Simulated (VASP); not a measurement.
# Pb (Fm-3m) in VASP: further runs, part 2 of 2

VASP 6.6.1.

### Step 4. Electric field gradients, PBE (volume scaled by 1.025)

INCAR reads:

```
SYSTEM = Pb
ALGO     = Normal         ! electronic algorithm
EDIFF    = 1E-8           ! SCF threshold, eV
ENCUT    = 400            ! plane-wave cutoff, eV
GGA      = PE             ! functional
GGA_COMPAT= .False.      
ISIF     = 2              ! what is computed and relaxed
ISMEAR   = -1             ! smearing method
LASPH    = .True.         ! aspherical terms in the spheres
LCHARG   = .False.        ! write CHGCAR
LEFG     = .True.       
LREAL    = .False.        ! projectors in reciprocal space
LWAVE    = .False.        ! write WAVECAR
NBANDS   = 13             ! bands
NELM     = 120            ! most SCF steps
PREC     = Accurate       ! precision mode
SIGMA    = 0.05           ! smearing width, eV
```

KPOINTS reads:

```
k-points
0
Gamma
  12 12 12
  0 0 0
```

POSCAR reads:

```
Pb
1.0
    0.0000000000      2.4902124959      2.4902124959
    2.4902124959      0.0000000000      2.4902124959
    2.4902124959      2.4902124959      0.0000000000
Pb
1
Direct
    0.0000000000      0.0000000000      0.0000000000
```

Potentials or basis: VASP PAW PBE potentials, release 64 (Pb_d).

Started as:

```bash
cat potpaw_PBE.64/Pb_d/POTCAR > POTCAR
mpirun -np 1 vasp_std > vasp.out
```

OUTCAR:

```text
SYSTEM = Pb
   EDIFF = 1E-8
   ENCUT = 400
   GGA = PE
   ISIF = 2
   ISMEAR = -1
   LASPH = .True.
   LREAL = .False.
   NELM = 120
   PREC = Accurate

 ion  position               nearest neighbor table
   1  0.000  0.000  0.000-

  LATTYP: Found a face centered cubic cell.
 ALAT       =     4.9804249918

  Lattice vectors:

 A1 = (   0.0000000000,   2.4902124959,   2.4902124959)
 A2 = (   2.4902124959,   0.0000000000,   2.4902124959)
 A3 = (   2.4902124959,   2.4902124959,   0.0000000000)

Analysis of symmetry for initial positions (statically):
=====================================================================
 Subroutine PRICEL returns:
 Original cell was already a primitive cell.

 Routine SETGRP: Setting up the symmetry group for a
 face centered cubic supercell.

 Subroutine GETGRP returns: Found 48 space group operations
 (whereof 48 operations were pure point group operations)
 out of a pool of 48 trial point group operations.

The static configuration has the point symmetry O_h .

Analysis of symmetry for dynamics (positions and initial velocities):
=====================================================================
 Subroutine PRICEL returns:
 Original cell was already a primitive cell.

 Routine SETGRP: Setting up the symmetry group for a
 face centered cubic supercell.

 Subroutine GETGRP returns: Found 48 space group operations
 (whereof 48 operations were pure point group operations)
 out of a pool of 48 trial point group operations.

The dynamic configuration has the point symmetry O_h .

 Subroutine INISYM returns: Found 48 space group operations
 (whereof 48 operations are pure point group operations),
 and found     1 'primitive' translations

----------------------------------------------------------------------------------------

                                     Primitive cell

  volume of cell :      30.8844

  direct lattice vectors                    reciprocal lattice vectors
     0.000000000  2.490212496  2.490212496    -0.200786078  0.200786078  0.200786078
     2.490212496  0.000000000  2.490212496     0.200786078 -0.200786078  0.200786078
     2.490212496  2.490212496  0.000000000     0.200786078  0.200786078 -0.200786078

  length of vectors
     3.521692285  3.521692285  3.521692285     0.347771688  0.347771688  0.347771688

  position of ions in fractional coordinates (direct lattice)
     0.000000000  0.000000000  0.000000000

  ion indices of the primitive-cell ions
   primitive index   ion index
                 1           1

----------------------------------------------------------------------------------------

 KPOINTS: k-points

Automatic generation of k-mesh.
 Grid dimensions read from file:
[... 73 lines left out ...]
   POTIM  = 0.5000    time-step for ionic-motion
   TEBEG  =    0.0;   TEEND  =   0.0 temperature during run
   PSTRESS=    0.0 pullay stress
   NELECT =      14.0000    total number of electrons
   NUPDOWN=      -1.0000    fix difference up-down
   EMIN   =  10.00;   EMAX   =-10.00  energy-range for DOS
   EFERMI =   0.00;   METHOD = LEGACY
   ISMEAR =    -1;   SIGMA  =   0.05  broadening in eV -4-tet -1-fermi 0-gaus
   EFERMI_NEDOS =   21; number of points for ismear=-14 and -15
   IALGO  =     38    algorithm
   IMIX   =      4    mixing-type and parameters
     AMIX     =   0.40;   BMIX     =  1.00
     AMIX_MAG =   1.60;   BMIX_MAG =  1.00
  volume/ion in A,a.u.               =      30.88       208.42
  Fermi-wavevector in a.u.,A,eV,Ry     =   1.257586  2.376493 21.517928  1.581523
  Thomas-Fermi vector in A             =   2.391238
   LORBIT       =      0    0 simple, 1 ext, 2 COOP (PROOUT), +10 PAW based schemes
   GGA     = PE    functional components
   LHFCALC =     F    Hartree Fock is set to
   AEXX    =    0.0000 exact exchange contribution
   IVDW    =     0    specifies the selected vdW correction
   LEPSILON=     F    determine dielectric tensor
   LRPA    =     F    only Hartree local field effects (RPA)
 non-spin polarized calculation
  energy-cutoff  :      400.00
  volume of cell :       30.88
 maximum number of plane-waves:       569
   NGX = 11   NGY = 11   NGZ = 11

 number of electron      14.0000009 magnetization

 Free energy of the ion-electron system (eV)
  ---------------------------------------------------
  ext. energy  EPLUGINS =         0.00000000
  ---------------------------------------------------
  free energy    TOTEN  =        -3.54939305 eV

  energy without entropy =       -3.54051570  energy(sigma->0) =       -3.54495438

 E-fermi :   7.1202     XC(G=0): -10.0956

 val. band max:        7.0959717405   @ k =  -0.2500   0.0833   0.0000
 cond. band min:       7.1957236136   @ k =  -0.4167   0.4167   0.0833
 fundamental gap:      0.0997518731
 Fermi energy:         7.1201808240

 k-point     1 :       0.0000    0.0000    0.0000
  band No.  band energies     occupation
      1      -9.9752      2.00000
      2      -9.9752      2.00000
      3      -9.9752      2.00000
      4      -9.8430      2.00000
      5      -9.8430      2.00000
      6      -4.5509      2.00000
      7      14.3537      0.00000
      8      14.3537      0.00000
      9      14.3537      0.00000
     10      16.8302      0.00000
     11      18.1861      0.00000
     12      19.4303      0.00000
     13      19.4303      0.00000
[... 354 lines left out ...]
  band No.  band energies     occupation
      1      -9.9930      2.00000
      2      -9.9393      2.00000
      3      -9.9079      2.00000
      4      -9.7649      2.00000
      5      -9.7319      2.00000
      6      -0.7520      2.00000
      7       3.6053      2.00000
      8       9.2638      0.00000
      9      11.7507      0.00000
     10      14.8651      0.00000
     11      18.8270      0.00000
     12      19.6424      0.00000
     13      22.0497      0.00000

 [... further k-points ...]

------------------------ aborting loop because EDIFF is reached ----------------------------------------

  FORCE on cell =-STRESS in cart. coord.  units (eV):
  Direction    XX          YY          ZZ          XY          YZ          ZX
  --------------------------------------------------------------------------------------
  -------------------------------------------------------------------------------------
  Total        0.3303275      0.3303275      0.3303275     -0.0000000      0.0000000      0.0000000
  in kB       17.1362597     17.1362597     17.1362597     -0.0000000      0.0000000      0.0000000
  external PRESSURE =      17.1362597 kB  Pullay stress =       0.0000000 kB

 VOLUME and BASIS-vectors are now :
 -----------------------------------------------------------------------------
  energy-cutoff  :      400.00
  volume of cell :       30.88
      direct lattice vectors                 reciprocal lattice vectors
     0.000000000  2.490212496  2.490212496    -0.200786078  0.200786078  0.200786078
     2.490212496  0.000000000  2.490212496     0.200786078 -0.200786078  0.200786078
     2.490212496  2.490212496  0.000000000     0.200786078  0.200786078 -0.200786078

 POSITION                                       TOTAL-FORCE (eV/Angst)
 -----------------------------------------------------------------------------------
      0.00000      0.00000      0.00000         0.000000      0.000000      0.000000
 -----------------------------------------------------------------------------------
    total drift:                               -0.000000     -0.000000     -0.000000

  FREE ENERGIE OF THE ION-ELECTRON SYSTEM (eV)
  ---------------------------------------------------
  free  energy   TOTEN  =        -3.5493930475 eV

  energy  without entropy=       -3.5405157032  energy(sigma->0) =       -3.54495438

 Electric field gradients (V/A^2)
---------------------------------------------------------------------
 ion       V_xx      V_yy      V_zz      V_xy      V_xz      V_yz
---------------------------------------------------------------------
   1       0.000    -0.000    -0.000    -0.001    -0.001    -0.001
---------------------------------------------------------------------

 Electric field gradients after diagonalization (V/A^2)
 (convention: |V_zz| > |V_xx| > |V_yy|)
----------------------------------------------------------------------
 ion       V_xx      V_yy      V_zz     asymmetry (V_yy - V_xx)/ V_zz
----------------------------------------------------------------------
   1       0.001     0.001    -0.003       0.000
----------------------------------------------------------------------

           NMR quadrupolar parameters

 Cq : quadrupolar parameter    Cq=e*Q*V_zz/h
 eta: asymmetry parameters     (V_yy - V_xx)/ V_zz
 Q  : nuclear electric quadrupole moment in mb (millibarn)
----------------------------------------------------------------------
 ion       Cq(MHz)       eta       Q (mb)
----------------------------------------------------------------------
   1      -0.000       0.000       1.000
----------------------------------------------------------------------
```

Wall time 17 s (1 thread of Intel Xeon Platinum 8375C at 2.90GHz (Ice Lake), shared host); peak memory 0.14 GiB.

Results:

| Property | Result |
| --- | --- |
| Free energy | -3.5494 eV |
| Pressure | 1.7 GPa |
| Band gap on the k mesh | zero (band 7 reaches 14.35 eV, above the bottom of band 8 at 5.57 eV) |

Caveat: without QUAD_EFG the Cq values of the log hold for a quadrupole moment of 1 mb, not for the nuclei; spin-orbit coupling is left out, which moves the levels of the heavy elements.

### Step 5. The runs side by side

| cell | gap on the mesh (eV) | pressure (GPa) |
| --- | --- | --- |
| a = 3.434 Å, angles 60.0°, 1 atom | none | 5.8 |
| a = 3.463 Å, angles 60.0°, 1 atom | none | 4.3 |
| a = 3.522 Å, angles 60.0°, 1 atom | none | 1.7 |

Alike in all rows: task electric field gradients; level PBE; potentials or basis VASP PAW PBE potentials, release 64 (Pb_d); no spin polarisation; k mesh 12 × 12 × 12; cutoff (eV) 400; smearing fermi-dirac 0.05 eV.

Caveats: spin-orbit coupling is left out, which moves the levels of the heavy elements.

Total energies depend on the potentials used, so only differences within one code and one set of settings carry meaning.
